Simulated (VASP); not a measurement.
# MgS (P6/mmm) in VASP: notebook

Runs on MgS. Level: PBE. Tasks: relaxation of cell and atoms.

Program: VASP 6.6.1. These are calculated values, not measurements. Logs are shortened: lines on timing, memory, paths and dates and some standing lists are left out, and cuts for length are marked.

## 1. The cell of the first run

It takes space group P6/mmm (No. 191, hexagonal). Conventional cell: a = 6.291 Å, b = 6.291 Å, c = 4.455 Å, α = 90.00°, β = 90.00°, γ = 120.00°. Mg (site symmetry 6/mmm) has 2 S at 2.23 Å within 2.9 Å. S (site symmetry 6/mmm) has 2 Mg at 2.23 Å within 2.9 Å.

The cell was generated, and may not be a known phase.

## 2. Relaxation of cell and atoms, PBE

The input, INCAR:

```
  PREC = Accurate
  ENCUT = 840
  EDIFF = 1E-7
  ISMEAR = 0
  SIGMA = 0.02
  LREAL = F
  LASPH = T
  NELM = 120
  ALGO = Normal
  ISIF = 3
  LWAVE = F
  LCHARG = F
  GGA = PE
  IBRION = 2
  NSW = 100
  EDIFFG = -0.01
  GGA_COMPAT = F
  NELMIN = 4
```

The input, KPOINTS:

```
Automatic mesh
0
Gamma
  6 6 6
```

The input, POSCAR:

```
MgS
1.0
    6.2914138222      0.0000000000      0.0000000000
   -3.1457069111      5.4485241957      0.0000000000
    0.0000000000      0.0000000000      4.4547787973
Mg S
1 1
Direct
    0.0000000000      0.0000000000      0.0000000000
    0.0000000000      0.0000000000      0.5000000000
```

Potentials or basis: VASP PAW PBE potentials, release 64 (Mg_sv, S).

On the command line:

```sh
cat potpaw_PBE.64/Mg_sv/POTCAR potpaw_PBE.64/S/POTCAR > POTCAR
mpirun -np 1 vasp_std > vasp.out
```

OUTCAR:

```text
PREC = Accurate
   ENCUT = 840
   EDIFF = 1E-7
   ISMEAR = 0
   LREAL = F
   LASPH = T
   NELM = 120
   ISIF = 3
   GGA = PE
   IBRION = 2
   NSW = 100
   EDIFFG = -0.01
   NELMIN = 4

 ion  position               nearest neighbor table
   1  0.000  0.000  0.000-   2 2.23   2 2.23
   2  0.000  0.000  0.500-   1 2.23   1 2.23

  LATTYP: Found a hexagonal cell.
 ALAT       =     6.2914138222
 C/A-ratio  =     0.7080727676

  Lattice vectors:

 A1 = (   6.2914138222,   0.0000000000,   0.0000000000)
 A2 = (  -3.1457069111,   5.4485241957,   0.0000000000)
 A3 = (   0.0000000000,   0.0000000000,   4.4547787973)

Analysis of symmetry for initial positions (statically):
=====================================================================
 Subroutine PRICEL returns:
 Original cell was already a primitive cell.

 Routine SETGRP: Setting up the symmetry group for a
 hexagonal supercell.

 Subroutine GETGRP returns: Found 24 space group operations
 (whereof 24 operations were pure point group operations)
 out of a pool of 24 trial point group operations.

The static configuration has the point symmetry D_6h.

Analysis of symmetry for dynamics (positions and initial velocities):
=====================================================================
 Subroutine PRICEL returns:
 Original cell was already a primitive cell.

 Routine SETGRP: Setting up the symmetry group for a
 hexagonal supercell.

 Subroutine GETGRP returns: Found 24 space group operations
 (whereof 24 operations were pure point group operations)
 out of a pool of 24 trial point group operations.

The dynamic configuration has the point symmetry D_6h.

 Subroutine INISYM returns: Found 24 space group operations
 (whereof 24 operations are pure point group operations),
 and found     1 'primitive' translations

----------------------------------------------------------------------------------------

                                     Primitive cell

  volume of cell :     152.7050

  direct lattice vectors                    reciprocal lattice vectors
     6.291413822  0.000000000  0.000000000     0.158946785  0.091767969  0.000000000
    -3.145706911  5.448524196  0.000000000     0.000000000  0.183535938  0.000000000
     0.000000000  0.000000000  4.454778797     0.000000000  0.000000000  0.224478037

  length of vectors
     6.291413822  6.291413822  4.454778797     0.183535938  0.183535938  0.224478037

  position of ions in fractional coordinates (direct lattice)
     0.000000000  0.000000000  0.000000000
     0.000000000  0.000000000  0.500000000

  ion indices of the primitive-cell ions
   primitive index   ion index
                 1           1
                 2           2

----------------------------------------------------------------------------------------

 KPOINTS: Automatic mesh

Automatic generation of k-mesh.
 Grid dimensions read from file:
 generate k-points for:    6    6    6

 Generating k-lattice:

  Cartesian coordinates                     Fractional coordinates (reciprocal lattice)
     0.026491131  0.015294662  0.000000000     0.166666667  0.000000000  0.000000000
     0.000000000  0.030589323  0.000000000     0.000000000  0.166666667  0.000000000
     0.000000000  0.000000000  0.037413006     0.000000000  0.000000000  0.166666667

  Length of vectors
     0.030589323  0.030589323  0.037413006

  Shift w.r.t. Gamma in fractional coordinates (k-lattice)
     0.000000000  0.000000000  0.000000000

 Subroutine IBZKPT returns following result:
 ===========================================

 Found     28 irreducible k-points:

 Following reciprocal coordinates:
            Coordinates               Weight
  0.000000  0.000000  0.000000      1.000000
  0.166667 -0.000000  0.000000      6.000000
  0.333333 -0.000000  0.000000      6.000000
  0.500000 -0.000000  0.000000      3.000000
  0.166667  0.166667  0.000000      6.000000
  0.333333  0.166667  0.000000     12.000000
[... 16 lines left out ...]
  0.166667 -0.000000  0.500000      6.000000
  0.333333 -0.000000  0.500000      6.000000
 [... further k-points ...]
   k-points           NKPTS =     28   k-points in BZ     NKDIM =     28   number of bands    NBANDS=     12
   number of dos      NEDOS =    301   number of ions     NIONS =      2
   total plane-waves  NPLWV = 151200
   dimension x,y,z NGX =    60 NGY =   60 NGZ =   42
   dimension x,y,z NGXF=   120 NGYF=  120 NGZF=   84
   ions per type =               1   1
   NGX,Y,Z   is equivalent  to a cutoff of  15.85, 15.85, 15.67 a.u.
   NGXF,Y,Z  is equivalent  to a cutoff of  31.71, 31.71, 31.35 a.u.
 SYSTEM =  unknown system
   PREC   = accura    normal or accurate (medium, high low for compatibility)
   ISTART =      0    job   : 0-new  1-cont  2-samecut
   ICHARG =      2    charge: 1-file 2-atom 10-const
   ISPIN  =      1    spin polarized calculation?
   LNONCOLLINEAR =      F non collinear calculations
   LSORBIT =      F    spin-orbit coupling
   LASPH  =      T    aspherical Exc in radial PAW
   ENCUT  =  840.0 eV  61.74 Ry    7.86 a.u.  14.87 14.87 10.53*2*pi/ulx,y,z
   NELM   =    120;   NELMIN=  4; NELMDL= -5     # of ELM steps
   EDIFF  = 0.1E-06   stopping-criterion for ELM
   LREAL  =      F    real-space projection
   EDIFFG = -.1E-01   stopping-criterion for IOM
   NSW    =    100    number of steps for IOM
   IBRION =      2    ionic relax: 0-MD 1-quasi-New 2-CG
   NFREE  =      1    steps in history (QN), initial steepest desc. (CG)
   ISIF   =      3    stress and relaxation
   ISYM   =      2    0-nonsym 1-usesym 2-fastsym
   POTIM  = 0.5000    time-step for ionic-motion
   TEBEG  =    0.0;   TEEND  =   0.0 temperature during run
   PSTRESS=    0.0 pullay stress
   NELECT =      16.0000    total number of electrons
   NUPDOWN=      -1.0000    fix difference up-down
   EMIN   =  10.00;   EMAX   =-10.00  energy-range for DOS
   EFERMI =   0.00;   METHOD = LEGACY
   ISMEAR =     0;   SIGMA  =   0.02  broadening in eV -4-tet -1-fermi 0-gaus
   EFERMI_NEDOS =   21; number of points for ismear=-14 and -15
   IALGO  =     38    algorithm
   IMIX   =      4    mixing-type and parameters
     AMIX     =   0.40;   BMIX     =  1.00
     AMIX_MAG =   1.60;   BMIX_MAG =  1.00
  volume/ion in A,a.u.               =      76.35       515.25
  Fermi-wavevector in a.u.,A,eV,Ry     =   0.771786  1.458465  8.104366  0.595654
  Thomas-Fermi vector in A             =   1.873279
   LORBIT       =      0    0 simple, 1 ext, 2 COOP (PROOUT), +10 PAW based schemes
   GGA     = PE    functional components
   LHFCALC =     F    Hartree Fock is set to
   AEXX    =    0.0000 exact exchange contribution
   IVDW    =     0    specifies the selected vdW correction
   LEPSILON=     F    determine dielectric tensor
   LRPA    =     F    only Hartree local field effects (RPA)
 conjugate gradient relaxation of ions
 non-spin polarized calculation
 Gauss-broadening in eV      SIGMA  =   0.02
  energy-cutoff  :      840.00
  volume of cell :      152.71
 maximum number of plane-waves:      8504
 NGX is ok and might be reduce to    60
   NGX = 29   NGY = 29   NGZ = 21

--------------------------------------- Ionic step        1  -------------------------------------------

 number of electron      16.0000000 magnetization

 Free energy of the ion-electron system (eV)
  ---------------------------------------------------
  ext. energy  EPLUGINS =         0.00000000
  ---------------------------------------------------
  free energy    TOTEN  =        -6.40107161 eV

  energy without entropy =       -6.40107161  energy(sigma->0) =       -6.40107161

------------------------ aborting loop because EDIFF is reached ----------------------------------------

  FORCE on cell =-STRESS in cart. coord.  units (eV):
  Direction    XX          YY          ZZ          XY          YZ          ZX
  --------------------------------------------------------------------------------------
  -------------------------------------------------------------------------------------
  Total       -0.0148830     -0.0148830      0.0248722      0.0000000     -0.0000000      0.0000000
  in kB       -0.1561526     -0.1561526      0.2609589      0.0000000     -0.0000000      0.0000000
  external PRESSURE =      -0.0171154 kB  Pullay stress =       0.0000000 kB

 VOLUME and BASIS-vectors are now :
 -----------------------------------------------------------------------------
  energy-cutoff  :      840.00
  volume of cell :      152.71
      direct lattice vectors                 reciprocal lattice vectors
     6.291413822  0.000000000  0.000000000     0.158946785  0.091767969  0.000000000
    -3.145706911  5.448524196  0.000000000     0.000000000  0.183535938  0.000000000
     0.000000000  0.000000000  4.454778797     0.000000000  0.000000000  0.224478037
[... 37 lines left out ...]
 POSITION                                       TOTAL-FORCE (eV/Angst)
 -----------------------------------------------------------------------------------
      0.00000      0.00000      0.00000         0.000000      0.000000      0.000000
      6.28916     -0.00000      2.22873        -0.000000     -0.000000      0.000000
 -----------------------------------------------------------------------------------
    total drift:                                0.000000     -0.000000      0.000000

  FREE ENERGIE OF THE ION-ELECTRON SYSTEM (eV)
  ---------------------------------------------------
  free  energy   TOTEN  =        -6.4010747420 eV

  energy  without entropy=       -6.4010747420  energy(sigma->0) =       -6.40107474

--------------------------------------- Ionic step        3  -------------------------------------------

 number of electron      16.0000000 magnetization

 Free energy of the ion-electron system (eV)
  ---------------------------------------------------
  ext. energy  EPLUGINS =         0.00000000
  ---------------------------------------------------
  free energy    TOTEN  =        -6.40107893 eV

  energy without entropy =       -6.40107893  energy(sigma->0) =       -6.40107893

 E-fermi :  -3.2622     XC(G=0):  -4.1305

 val. band max:       -3.5127626283   @ k =   0.0000   0.0000   0.5000
 cond. band min:      -1.1431985604   @ k =   0.0000   0.0000   0.0000
 fundamental gap:      2.3695640678
 Fermi energy:        -3.2621717811

 k-point     1 :       0.0000    0.0000    0.0000
  band No.  band energies     occupation
      1     -78.6735      2.00000
      2     -45.4852      2.00000
      3     -45.4852      2.00000
      4     -45.3315      2.00000
      5     -13.9217      2.00000
      6      -5.1328      2.00000
      7      -3.8015      2.00000
      8      -3.8015      2.00000
      9      -1.1432      0.00000
     10       2.2803      0.00000
     11       3.5420      0.00000
     12       3.5420      0.00000

 k-point     2 :       0.1667   -0.0000    0.0000
  band No.  band energies     occupation
      1     -78.6734      2.00000
      2     -45.4851      2.00000
      3     -45.4851      2.00000
      4     -45.3314      2.00000
      5     -13.9209      2.00000
      6      -5.1317      2.00000
      7      -3.8459      2.00000
      8      -3.8106      2.00000
      9      -1.0094      0.00000
     10       2.1697      0.00000
     11       3.0131      0.00000
     12       3.4374      0.00000
[... 316 lines left out ...]
 k-point    24 :       0.3333   -0.0000    0.5000
  band No.  band energies     occupation
      1     -78.6734      2.00000
      2     -45.4851      2.00000
      3     -45.4851      2.00000
      4     -45.3325      2.00000
      5     -13.6938      2.00000
      6      -6.4992      2.00000
      7      -3.5838      2.00000
      8      -3.5290      2.00000
      9       0.7030      0.00000
     10       1.3870      0.00000
     11       2.0228      0.00000
     12       3.1311      0.00000

 [... further k-points ...]

------------------------ aborting loop because EDIFF is reached ----------------------------------------

  FORCE on cell =-STRESS in cart. coord.  units (eV):
  Direction    XX          YY          ZZ          XY          YZ          ZX
  --------------------------------------------------------------------------------------
  -------------------------------------------------------------------------------------
  Total       -0.0146633     -0.0146633     -0.0172779      0.0000000      0.0000000      0.0000000
  in kB       -0.1538568     -0.1538568     -0.1812917      0.0000000      0.0000000      0.0000000
  external PRESSURE =      -0.1630018 kB  Pullay stress =       0.0000000 kB

 VOLUME and BASIS-vectors are now :
 -----------------------------------------------------------------------------
  energy-cutoff  :      840.00
  volume of cell :      152.69
      direct lattice vectors                 reciprocal lattice vectors
     6.290134394  0.000000000  0.000000000     0.158979115  0.091786635  0.000000000
    -3.145067197  5.447416178 -0.000000000     0.000000000  0.183573270  0.000000000
     0.000000000 -0.000000000  4.456292765     0.000000000  0.000000000  0.224401774

 POSITION                                       TOTAL-FORCE (eV/Angst)
 -----------------------------------------------------------------------------------
      0.00000      0.00000      0.00000         0.000000      0.000000      0.000000
      0.00000     -0.00000      2.22815        -0.000000     -0.000000      0.000000
 -----------------------------------------------------------------------------------
    total drift:                                0.000000     -0.000000     -0.000000

  FREE ENERGIE OF THE ION-ELECTRON SYSTEM (eV)
  ---------------------------------------------------
  free  energy   TOTEN  =        -6.4010789331 eV

  energy  without entropy=       -6.4010789331  energy(sigma->0) =       -6.40107893

 reached required accuracy - stopping structural energy minimisation
```

Wall time 96 s (1 thread of Intel Xeon Platinum 8559C (Emerald Rapids), shared host); peak memory 0.47 GiB.

Results:

```yaml
Free_energy: -6.4011 eV
Energy_gained_by_relaxing: 0.0 meV/atom
Ionic_steps: 3
Pressure_after_relaxing: 0.0 GPa
Band_gap_on_the_k_mesh: 2.37 eV (least direct gap 2.66 eV)
```

Final structure:
```
CELL_PARAMETERS angstrom
6.29013 0.00000 0.00000
-3.14507 5.44742 0.00000
0.00000 0.00000 4.45629
ATOMIC_POSITIONS crystal
Mg 0.00000 0.00000 0.00000
S 0.00000 0.00000 0.50000
```

A k mesh can miss the band edges.

## 3. Relaxation of cell and atoms, PBE

This run uses another cell than the first one, of 60.61 Å³/atom.

The input, INCAR:

```
PREC = Accurate ; ENCUT = 840
EDIFF = 1E-7 ; ISMEAR = 0
SIGMA = 0.02 ; LREAL = F
LASPH = T ; NELM = 120
ALGO = Normal ; ISIF = 3
LWAVE = F ; LCHARG = F
GGA = PE ; IBRION = 2
NSW = 100 ; EDIFFG = -0.01
GGA_COMPAT = F ; NELMIN = 4
```

KPOINTS is that of step 2.

The input, POSCAR:

```
MgS
1.0
    5.6086372125      0.0000000000      0.0000000000
   -2.8043186063      4.8572223067      0.0000000000
    0.0000000000      0.0000000000      4.4496121493
Mg S
1 1
Direct
    0.0000000000      0.0000000000      0.0000000000
    0.0000000000      0.0000000000      0.5000000000
```

Potentials or basis: VASP PAW PBE potentials, release 64 (Mg_sv, S).

On the command line:

```sh
cat potpaw_PBE.64/Mg_sv/POTCAR potpaw_PBE.64/S/POTCAR > POTCAR
mpirun -np 1 vasp_std > vasp.out
```

OUTCAR:

```text
PREC = Accurate
   ENCUT = 840
   EDIFF = 1E-7
   ISMEAR = 0
   LREAL = F
   LASPH = T
   NELM = 120
   ISIF = 3
   GGA = PE
   IBRION = 2
   NSW = 100
   EDIFFG = -0.01
   NELMIN = 4

 ion  position               nearest neighbor table
   1  0.000  0.000  0.000-   2 2.22   2 2.22
   2  0.000  0.000  0.500-   1 2.22   1 2.22

  LATTYP: Found a hexagonal cell.
 ALAT       =     5.6086372125
 C/A-ratio  =     0.7933499673

  Lattice vectors:

 A1 = (   5.6086372125,   0.0000000000,   0.0000000000)
 A2 = (  -2.8043186063,   4.8572223067,   0.0000000000)
 A3 = (   0.0000000000,   0.0000000000,   4.4496121493)

Analysis of symmetry for initial positions (statically):
[... 368 lines left out ...]

 val. band max:       -3.1306536765   @ k =   0.0000   0.0000   0.5000
 cond. band min:      -0.9420411939   @ k =   0.0000   0.0000   0.0000
 fundamental gap:      2.1886124826
 Fermi energy:        -3.0419896998

 k-point     1 :       0.0000    0.0000    0.0000
  band No.  band energies     occupation
      1     -78.3211      2.00000
      2     -45.1347      2.00000
      3     -45.1347      2.00000
      4     -44.9810      2.00000
      5     -13.5848      2.00000
      6      -4.7952      2.00000
      7      -3.4052      2.00000
      8      -3.4052      2.00000
      9      -0.9420      0.00000
     10       2.8690      0.00000
     11       4.1579      0.00000
     12       4.1579      0.00000
[... 331 lines left out ...]
 k-point    24 :       0.3333   -0.0000    0.5000
  band No.  band energies     occupation
      1     -78.3211      2.00000
      2     -45.1348      2.00000
      3     -45.1348      2.00000
      4     -44.9821      2.00000
      5     -13.3514      2.00000
      6      -6.1620      2.00000
      7      -3.2610      2.00000
      8      -3.1597      2.00000
      9       0.8950      0.00000
     10       1.8733      0.00000
     11       2.4722      0.00000
     12       3.6346      0.00000

 [... further k-points ...]
[... 5 lines left out ...]
  --------------------------------------------------------------------------------------
  -------------------------------------------------------------------------------------
  Total       -0.0011448     -0.0011448      0.0196806      0.0000000     -0.0000000     -0.0000000
  in kB       -0.0139673     -0.0139673      0.2401151      0.0000000     -0.0000000     -0.0000000
  external PRESSURE =       0.0707268 kB  Pullay stress =       0.0000000 kB
[... 17 lines left out ...]
  FREE ENERGIE OF THE ION-ELECTRON SYSTEM (eV)
  ---------------------------------------------------
  free  energy   TOTEN  =        -6.3863537580 eV

  energy  without entropy=       -6.3863537580  energy(sigma->0) =       -6.38635376

 reached required accuracy - stopping structural energy minimisation
```

OSZICAR:

```text
N       E                     dE             d eps       ncg     rms          rms(c)
DAV:   1     0.836959543229E+02    0.83696E+02   -0.10166E+04   904   0.161E+03
[... 108 lines left out ...]
       N       E                     dE             d eps       ncg     rms          rms(c)
DAV:   1    -0.638677658050E+01   -0.42069E-03   -0.11772E-02   800   0.158E+00    0.167E-01
DAV:   2    -0.638644719803E+01    0.32938E-03   -0.70458E-04   708   0.381E-01    0.884E-02
DAV:   3    -0.638635119283E+01    0.96005E-04   -0.30505E-04   820   0.211E-01    0.262E-02
DAV:   4    -0.638635170308E+01   -0.51025E-06   -0.28826E-05   764   0.678E-02    0.130E-02
DAV:   5    -0.638635382994E+01   -0.21269E-05   -0.10010E-05  1048   0.218E-02    0.610E-03
DAV:   6    -0.638635375799E+01    0.71951E-07   -0.31788E-07   692   0.784E-03
  11 F= -.63863538E+01 E0= -.63863538E+01  d E =-.218832E-02
```

Wall time 9.4 min (1 thread of Intel Xeon Platinum 8259CL at 2.50GHz (Skylake/Cascade Lake), shared host); peak memory 0.4 GiB.

Results:

| Item | Value |
| --- | --- |
| Free energy | -6.3864 eV |
| Relaxed volume | 65.66 Å³/atom |
| Relaxed cell | a = 5.836 Å, b = 5.836 Å, c = 4.452 Å, α = 90.00°, β = 90.00°, γ = 120.00° |
| Space group after relaxing (to 0.1 Å) | P6/mmm (No. 191) |
| Energy gained by relaxing | 1.3 meV/atom |
| Ionic steps | 11 |
| Pressure after relaxing | 0.0 GPa |
| Band gap on the k mesh | 2.19 eV (least direct gap 2.46 eV) |

Step by step:
```csv
step,energy change (eV),largest force (eV/Å),pressure (GPa),volume (Å³)
1,0.0000,0.0000,0.07,121.22
2,-0.0002,0.0000,0.04,121.71
3,-0.0005,0.0000,-0.08,123.18
4,-0.0005,0.0000,-0.07,123.25
5,-0.0006,0.0000,-0.07,123.46
6,-0.0009,0.0000,-0.07,123.89
7,-0.0013,0.0000,-0.06,124.74
8,-0.0019,0.0000,-0.04,126.45
9,-0.0026,0.0000,0.00,129.91
10,-0.0027,0.0000,0.01,131.52
11,-0.0027,0.0000,0.01,131.32
```

Final structure:
```xyz
2
Lattice="5.8364 0.0000 0.0000 -2.9182 5.0545 0.0000 0.0000 0.0000 4.4515" Properties=species:S:1:pos:R:3 pbc="T T T"
Mg    0.0000    0.0000    0.0000
S     0.0000    0.0000    2.2258
```
